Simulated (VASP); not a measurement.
Input of a VASP 6.6.1 run:

Contents of INCAR:

```
SYSTEM = NdAl2S
PREC = Accurate
ENCUT = 500
EDIFF = 1E-6
ISMEAR = 0
SIGMA = 0.1
LREAL = .False.
LASPH = .True.
NELM = 200
ALGO = Normal
ISIF = 2
LWAVE = .False.
LCHARG = .True.
GGA = PE
LELF = .True.
LVHAR = .True.
NBANDS = 20
GGA_COMPAT = .False.
LMAXMIX = 6
```

File KPOINTS:

```
regular mesh
0
Gamma
  4 4 4
  0 0 0
```

POSCAR

```
NdAl2S
1.0
    4.0478820978      0.0000000000      0.0000000000
    0.0000000000      4.0478820978      0.0000000000
    0.0000000000      0.0000000000      5.1595321000
Nd Al S
1 2 1
Direct
    0.0000000000      0.0000000000      0.2624962554
    0.5000000000      0.0000000000      0.7624144673
    0.0000000000      0.5000000000      0.7624144673
    0.5000000000      0.5000000000      1.2605463100
```

Potentials or basis: VASP PAW PBE potentials, release 64 (Nd_3, Al, S), 4f in core.

Run with:

```sh
$ cat potpaw_PBE.64/Nd_3/POTCAR potpaw_PBE.64/Al/POTCAR potpaw_PBE.64/S/POTCAR > POTCAR
$ mpirun -np 1 vasp_std > vasp.out
```

(1) Predict the pressure.

(2) Estimate the largest force.

Results:

(1) 0.1 GPa.

(2) 0.005 eV/Å.

Caveat: the k points lie up to 0.39 Å⁻¹ apart, too coarse for converged energies and pressures of a metal; the run has no spin polarisation, though such a crystal can be magnetic.
